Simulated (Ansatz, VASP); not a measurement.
**One calculation of Be, two programs**

Contents of INCAR:

```
SYSTEM = Be
PREC = Accurate
ENCUT = 600
EDIFF = 1E-6
ISMEAR = -1
SIGMA = 0.1
LREAL = .False.
LASPH = .True.
NELM = 120
ALGO = Normal
ISIF = 2
LWAVE = .False.
LCHARG = .False.
NBANDS = 7
GGA_COMPAT = .False.
```

File KPOINTS:

```
Automatic mesh
0
Gamma
  21 21 21
  0 0 0
```

Contents of POSCAR:

```
Be
1.0
    1.6996357985      0.0000000000      0.0000000000
    0.0000000000      1.6996357985      0.0000000000
    0.0000000000      0.0000000000      1.6996357985
Be
1
Direct
    0.0000000000      0.0000000000      0.0000000000
```

Input for Ansatz:

```yaml
crystal:
  lattice:
    - [1.6996357985, 0.0, 0.0]
    - [0.0, 1.6996357985, 0.0]
    - [0.0, 0.0, 1.6996357985]
  atoms:
    - { symbol: Be, position: [0.0, 0.0, 0.0] }
kpoints:
  mp_grid: { grid: [21, 21, 21] }
scf:
  occupations: { method: fermi_dirac, width: 0.1 }
hamiltonian:
  xc: lda
  pseudopotentials: { kind: all_electron, lapw: { basis_error: 0.001 } }
output:
  forces: true
  stress: true
  eigenvalues: true
  populations: true
```

Change from the starting cell: volume scaled by 0.5, LAPW.

Alike in both runs: task single point; functional LDA; k mesh 21 × 21 × 21; occupations fermi-dirac, width 0.1 eV; no spin polarisation.

|  | VASP | Ansatz |
| --- | --- | --- |
| version | VASP 6.6.1 | Ansatz 0.2.0 |
| potentials or method | VASP PAW LDA potentials, release 64 (Be), cutoff 600 eV | all-electron LAPW, scalar-relativistic |

|  | VASP | Ansatz | Ansatz less VASP |
| --- | --- | --- | --- |
| pressure (GPa) | 168.5 | 166.6 | -1.89 |

LDA's correlation is that of Perdew and Zunger in VASP and of Perdew and Wang (1992) in Ansatz. Both programs put the cell under a high pressure, so it lies far from rest at this level. Ansatz ran all-electron here, and VASP with PAW potentials.

Noted on VASP's run: the cell as given lies far from equilibrium.
